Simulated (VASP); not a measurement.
# LaHg (Pm-3m) in VASP: further runs

The runs below take LaHg through single point, with LDA.

Everything below comes from runs of VASP 6.6.1. Logs are shortened: lines on timing, memory, paths and dates and some standing lists are left out, and cuts for length are marked.

## 1. The cell of the first run

Symmetry: Pm-3m, No. 221, cubic system. The conventional cell has a = 3.785 Å, b = 3.785 Å, c = 3.785 Å, α = 90.00°, β = 90.00°, γ = 90.00°. Within 4.3 Å of La (site symmetry m-3m) lie 8 Hg at 3.28 Å and 6 La at 3.79 Å. Hg (site symmetry m-3m) has 8 La at 3.28 Å and 6 Hg at 3.79 Å within 4.3 Å.

## 2. Single point, LDA (volume scaled by 0.96)

INCAR

```
SYSTEM = LaHg
PREC = Accurate ; ENCUT = 500
EDIFF = 1E-6 ; ISMEAR = -1
SIGMA = 0.08 ; LREAL = .False.
LASPH = .True. ; NELM = 200
ALGO = Normal ; ISIF = 2
LWAVE = .False. ; LCHARG = .False.
GGA = CA ; NBANDS = 18
GGA_COMPAT = .False. ; LMAXMIX = 6
```

KPOINTS

```
regular mesh
0
Gamma
  11 11 11
  0 0 0
```

POSCAR

```
LaHg
1.0
    3.7851422917      0.0000000000      0.0000000000
    0.0000000000      3.7851422917      0.0000000000
    0.0000000000      0.0000000000      3.7851422917
La Hg
1 1
Direct
    0.5000000000      0.5000000000      0.5000000000
    0.0000000000      0.0000000000      0.0000000000
```

Potentials or basis: VASP PAW LDA potentials, release 64 (La, Hg).

Run with:

```console
$ cat potpaw_LDA.64/La/POTCAR potpaw_LDA.64/Hg/POTCAR > POTCAR
$ mpirun -np 1 vasp_std > vasp.out
```

OUTCAR:

```text
SYSTEM = LaHg
   PREC = Accurate
   ENCUT = 500
   EDIFF = 1E-6
   ISMEAR = -1
   LREAL = .False.
   LASPH = .True.
   NELM = 200
   ISIF = 2
   GGA = CA

 ion  position               nearest neighbor table
   1  0.500  0.500  0.500-   2 3.28   2 3.28   2 3.28   2 3.28   2 3.28   2 3.28   2 3.28   2 3.28

   2  0.000  0.000  0.000-   1 3.28   1 3.28   1 3.28   1 3.28   1 3.28   1 3.28   1 3.28   1 3.28

  LATTYP: Found a simple cubic cell.
 ALAT       =     3.7851422917

  Lattice vectors:

 A1 = (   3.7851422917,   0.0000000000,   0.0000000000)
 A2 = (   0.0000000000,   3.7851422917,   0.0000000000)
 A3 = (   0.0000000000,   0.0000000000,   3.7851422917)

Analysis of symmetry for initial positions (statically):
=====================================================================
 Subroutine PRICEL returns:
 Original cell was already a primitive cell.

 Routine SETGRP: Setting up the symmetry group for a
 simple cubic supercell.

 Subroutine GETGRP returns: Found 48 space group operations
 (whereof 48 operations were pure point group operations)
 out of a pool of 48 trial point group operations.

The static configuration has the point symmetry O_h .

Analysis of symmetry for dynamics (positions and initial velocities):
=====================================================================
 Subroutine PRICEL returns:
 Original cell was already a primitive cell.

 Routine SETGRP: Setting up the symmetry group for a
 simple cubic supercell.

 Subroutine GETGRP returns: Found 48 space group operations
 (whereof 48 operations were pure point group operations)
 out of a pool of 48 trial point group operations.

The dynamic configuration has the point symmetry O_h .

 Subroutine INISYM returns: Found 48 space group operations
 (whereof 48 operations are pure point group operations),
 and found     1 'primitive' translations

----------------------------------------------------------------------------------------

                                     Primitive cell

  volume of cell :      54.2309

  direct lattice vectors                    reciprocal lattice vectors
     3.785142292  0.000000000  0.000000000     0.264190861  0.000000000  0.000000000
     0.000000000  3.785142292  0.000000000     0.000000000  0.264190861  0.000000000
     0.000000000  0.000000000  3.785142292     0.000000000  0.000000000  0.264190861

  length of vectors
     3.785142292  3.785142292  3.785142292     0.264190861  0.264190861  0.264190861

  position of ions in fractional coordinates (direct lattice)
     0.500000000  0.500000000  0.500000000
     0.000000000  0.000000000  0.000000000

  ion indices of the primitive-cell ions
   primitive index   ion index
                 1           1
                 2           2

----------------------------------------------------------------------------------------

 KPOINTS: regular mesh

Automatic generation of k-mesh.
 Grid dimensions read from file:
 generate k-points for:   11   11   11

 Generating k-lattice:

  Cartesian coordinates                     Fractional coordinates (reciprocal lattice)
     0.024017351  0.000000000  0.000000000     0.090909091  0.000000000  0.000000000
     0.000000000  0.024017351  0.000000000     0.000000000  0.090909091  0.000000000
     0.000000000  0.000000000  0.024017351     0.000000000  0.000000000  0.090909091

  Length of vectors
     0.024017351  0.024017351  0.024017351

  Shift w.r.t. Gamma in fractional coordinates (k-lattice)
     0.000000000  0.000000000  0.000000000

 Subroutine IBZKPT returns following result:
 ===========================================

 Found     56 irreducible k-points:

 Following reciprocal coordinates:
            Coordinates               Weight
  0.000000  0.000000  0.000000      1.000000
  0.090909  0.000000  0.000000      6.000000
  0.181818  0.000000  0.000000      6.000000
  0.272727  0.000000  0.000000      6.000000
  0.363636  0.000000  0.000000      6.000000
  0.454545  0.000000  0.000000      6.000000
[... 16 lines left out ...]
  0.181818  0.090909  0.090909     24.000000
  0.272727  0.090909  0.090909     24.000000
 [... further k-points ...]
   k-points           NKPTS =     56   k-points in BZ     NKDIM =     56   number of bands    NBANDS=     18
   number of dos      NEDOS =    301   number of ions     NIONS =      2
   total plane-waves  NPLWV =  21952
   dimension x,y,z NGX =    28 NGY =   28 NGZ =   28
   dimension x,y,z NGXF=    56 NGYF=   56 NGZF=   56
   ions per type =               1   1
   NGX,Y,Z   is equivalent  to a cutoff of  12.30, 12.30, 12.30 a.u.
   NGXF,Y,Z  is equivalent  to a cutoff of  24.60, 24.60, 24.60 a.u.
 SYSTEM =  LaHg
   PREC   = accura    normal or accurate (medium, high low for compatibility)
   ISTART =      0    job   : 0-new  1-cont  2-samecut
   ICHARG =      2    charge: 1-file 2-atom 10-const
   ISPIN  =      1    spin polarized calculation?
   LNONCOLLINEAR =      F non collinear calculations
   LSORBIT =      F    spin-orbit coupling
   LASPH  =      T    aspherical Exc in radial PAW
   ENCUT  =  500.0 eV  36.75 Ry    6.06 a.u.   6.90  6.90  6.90*2*pi/ulx,y,z
   NELM   =    200;   NELMIN=  2; NELMDL= -5     # of ELM steps
   EDIFF  = 0.1E-05   stopping-criterion for ELM
   LREAL  =      F    real-space projection
[... 7 lines left out ...]
   TEBEG  =    0.0;   TEEND  =   0.0 temperature during run
   PSTRESS=    0.0 pullay stress
   NELECT =      23.0000    total number of electrons
   NUPDOWN=      -1.0000    fix difference up-down
   EMIN   =  10.00;   EMAX   =-10.00  energy-range for DOS
   EFERMI =   0.00;   METHOD = LEGACY
   ISMEAR =    -1;   SIGMA  =   0.08  broadening in eV -4-tet -1-fermi 0-gaus
   EFERMI_NEDOS =   21; number of points for ismear=-14 and -15
   IALGO  =     38    algorithm
   IMIX   =      4    mixing-type and parameters
     AMIX     =   0.40;   BMIX     =  1.00
     AMIX_MAG =   1.60;   BMIX_MAG =  1.00
  volume/ion in A,a.u.               =      27.12       182.98
  Fermi-wavevector in a.u.,A,eV,Ry     =   1.229991  2.324346 20.583950  1.512878
  Thomas-Fermi vector in A             =   2.364857
   LORBIT       =      0    0 simple, 1 ext, 2 COOP (PROOUT), +10 PAW based schemes
   GGA     = CA    functional components
   LHFCALC =     F    Hartree Fock is set to
   AEXX    =    0.0000 exact exchange contribution
   IVDW    =     0    specifies the selected vdW correction
   LEPSILON=     F    determine dielectric tensor
   LRPA    =     F    only Hartree local field effects (RPA)
 non-spin polarized calculation
  energy-cutoff  :      500.00
  volume of cell :       54.23
 maximum number of plane-waves:      1390
 NGX is ok and might be reduce to    28
   NGX = 13   NGY = 13   NGZ = 13

 number of electron      23.0000002 magnetization

 Free energy of the ion-electron system (eV)
  ---------------------------------------------------
  ext. energy  EPLUGINS =         0.00000000
  ---------------------------------------------------
  free energy    TOTEN  =        -7.69670447 eV

  energy without entropy =       -7.64144658  energy(sigma->0) =       -7.66907553

 E-fermi :   7.0106     XC(G=0): -10.8458

 val. band max:        7.0088251729   @ k =   0.4545   0.3636   0.3636
 cond. band min:       7.0177736737   @ k =   0.3636   0.0909   0.0909
 fundamental gap:      0.0089485008
 Fermi energy:         7.0106052083

 k-point     1 :       0.0000    0.0000    0.0000
  band No.  band energies     occupation
      1     -25.8361      2.00000
      2      -9.2826      2.00000
      3      -9.2826      2.00000
      4      -9.2826      2.00000
      5      -0.8039      2.00000
      6      -0.8039      2.00000
[... 10 lines left out ...]
     17       8.5843      0.00000
     18       8.5843      0.00000

 k-point     2 :       0.0909    0.0000    0.0000
  band No.  band energies     occupation
      1     -25.8309      2.00000
      2      -9.3578      2.00000
      3      -9.2789      2.00000
      4      -9.2789      2.00000
      5      -0.7933      2.00000
      6      -0.7574      2.00000
[... 10 lines left out ...]
     17       8.5948      0.00000
     18       8.5949      0.00000

 k-point     3 :       0.1818    0.0000    0.0000
  band No.  band energies     occupation
      1     -25.8169      2.00000
      2      -9.5517      2.00000
      3      -9.2688      2.00000
      4      -9.2688      2.00000
      5      -0.7648      2.00000
      6      -0.6340      2.00000
[... 10 lines left out ...]
     17       8.6255      0.00000
     18       8.6322      0.00000

 k-point     4 :       0.2727    0.0000    0.0000
  band No.  band energies     occupation
      1     -25.7985      2.00000
      2      -9.7907      2.00000
      3      -9.2556      2.00000
      4      -9.2556      2.00000
      5      -0.7268      2.00000
      6      -0.4755      2.00000
[... 10 lines left out ...]
     17       8.6671      0.00000
     18       8.6701      0.00000

 k-point     5 :       0.3636    0.0000    0.0000
  band No.  band energies     occupation
      1     -25.7814      2.00000
      2      -9.9976      2.00000
      3      -9.2434      2.00000
      4      -9.2434      2.00000
      5      -0.6912      2.00000
      6      -0.3338      2.00000
[... 10 lines left out ...]
     17       8.7043      0.00000
     18       8.8472      0.00000

 k-point     6 :       0.4545    0.0000    0.0000
  band No.  band energies     occupation
      1     -25.7713      2.00000
      2     -10.1156      2.00000
      3      -9.2362      2.00000
      4      -9.2362      2.00000
      5      -0.6698      2.00000
      6      -0.3032      2.00000
[... 307 lines left out ...]
 k-point    21 :       0.4545    0.4545    0.0000
  band No.  band energies     occupation
      1     -25.7134      2.00000
      2      -9.9254      2.00000
      3      -9.9194      2.00000
      4      -9.1347      2.00000
      5      -0.7087      2.00000
      6      -0.6922      2.00000
[... 10 lines left out ...]
     17       8.9148      0.00000
     18       8.9620      0.00000

 k-point    22 :       0.0909    0.0909    0.0909
  band No.  band energies     occupation
      1     -25.8206      2.00000
      2      -9.3715      2.00000
      3      -9.3356      2.00000
      4      -9.3356      2.00000
      5      -0.7215      2.00000
      6      -0.7215      2.00000
[... 10 lines left out ...]
     17       8.6194      0.00000
     18       8.6194      0.00000

 k-point    23 :       0.1818    0.0909    0.0909
  band No.  band energies     occupation
      1     -25.8069      2.00000
      2      -9.5396      2.00000
      3      -9.3383      2.00000
      4      -9.3250      2.00000
      5      -0.6996      2.00000
      6      -0.6026      2.00000
[... 10 lines left out ...]
     17       8.6497      0.00000
     18       8.6544      0.00000

 k-point    24 :       0.2727    0.0909    0.0909
  band No.  band energies     occupation
      1     -25.7888      2.00000
      2      -9.7704      2.00000
      3      -9.3177      2.00000
      4      -9.3111      2.00000
      5      -0.6706      2.00000
      6      -0.4559      2.00000
[... 10 lines left out ...]
     17       8.6801      0.00000
     18       8.6923      0.00000

 [... further k-points ...]
[... 5 lines left out ...]
  --------------------------------------------------------------------------------------
  -------------------------------------------------------------------------------------
  Total        0.2627300      0.2627300      0.2627300      0.0000000      0.0000000     -0.0000000
  in kB        7.7619999      7.7619999      7.7619999      0.0000000      0.0000000     -0.0000000
  external PRESSURE =       7.7619999 kB  Pullay stress =       0.0000000 kB

 VOLUME and BASIS-vectors are now :
 -----------------------------------------------------------------------------
  energy-cutoff  :      500.00
  volume of cell :       54.23
      direct lattice vectors                 reciprocal lattice vectors
     3.785142292  0.000000000  0.000000000     0.264190861  0.000000000  0.000000000
     0.000000000  3.785142292  0.000000000     0.000000000  0.264190861  0.000000000
     0.000000000  0.000000000  3.785142292     0.000000000  0.000000000  0.264190861

 POSITION                                       TOTAL-FORCE (eV/Angst)
 -----------------------------------------------------------------------------------
      1.89257      1.89257      1.89257         0.000000      0.000000      0.000000
      0.00000      0.00000      0.00000         0.000000      0.000000      0.000000
 -----------------------------------------------------------------------------------
    total drift:                               -0.000000      0.000000      0.000000

  FREE ENERGIE OF THE ION-ELECTRON SYSTEM (eV)
  ---------------------------------------------------
  free  energy   TOTEN  =        -7.6967044671 eV

  energy  without entropy=       -7.6414465830  energy(sigma->0) =       -7.66907553
```

Run time: 21 s. Hardware: 1 thread of Intel Xeon 6975P-C (Granite Rapids), shared host; peak memory 0.19 GiB.

What came out:

```yaml
Free_energy: -7.6967 eV
Pressure: 0.8 GPa
```

Levels at points of the mesh, in eV from the Fermi level:
```tsv
k point	band 9	band 10	band 11	band 12	band 13	band 14
(0.00, 0.00, 0.00)	-7.32	-7.25	-0.05	-0.05	1.47	1.47
```

Caveat: spin-orbit coupling is left out, which moves the levels of the heavy elements.

## 3. Single point, LDA (volume scaled by 0.99)

INCAR

```
SYSTEM = LaHg
ALGO = Normal
EDIFF = 1E-6
ENCUT = 500
GGA = CA
GGA_COMPAT = .FALSE.
ISIF = 2
ISMEAR = -1
LASPH = .TRUE.
LCHARG = .FALSE.
LMAXMIX = 6
LREAL = .FALSE.
LWAVE = .FALSE.
NBANDS = 18
NELM = 200
PREC = Accurate
SIGMA = 0.08
```

KPOINTS

```
k-points
0
G
  11 11 11
  0 0 0
```

POSCAR

```
LaHg
1.0
    3.8241671282      0.0000000000      0.0000000000
    0.0000000000      3.8241671282      0.0000000000
    0.0000000000      0.0000000000      3.8241671282
La Hg
1 1
Direct
    0.5000000000      0.5000000000      0.5000000000
    0.0000000000      0.0000000000      0.0000000000
```

Potentials or basis: VASP PAW LDA potentials, release 64 (La, Hg).

Run with:

```console
$ cat potpaw_LDA.64/La/POTCAR potpaw_LDA.64/Hg/POTCAR > POTCAR
$ mpirun -np 1 vasp_std > vasp.out
```

Run time: 23 s. Hardware: 1 thread of Intel Xeon 6975P-C (Granite Rapids), shared host; peak memory 0.19 GiB.

It converged, with:

| Property | Result |
| --- | --- |
| Free energy | -7.6950 eV |
| Pressure | -1.2 GPa |

Levels at points of the mesh, in eV from the Fermi level:
| k point | band 8 | band 9 | band 10 | band 11 | band 12 | band 13 | band 14 | band 15 |
| --- | --- | --- | --- | --- | --- | --- | --- | --- |
| (0.00, 0.00, 0.00) | -7.25 | -7.25 | -7.14 | -0.05 | -0.05 | 1.40 | 1.40 | 1.40 |

Caveat: spin-orbit coupling is left out, which moves the levels of the heavy elements.
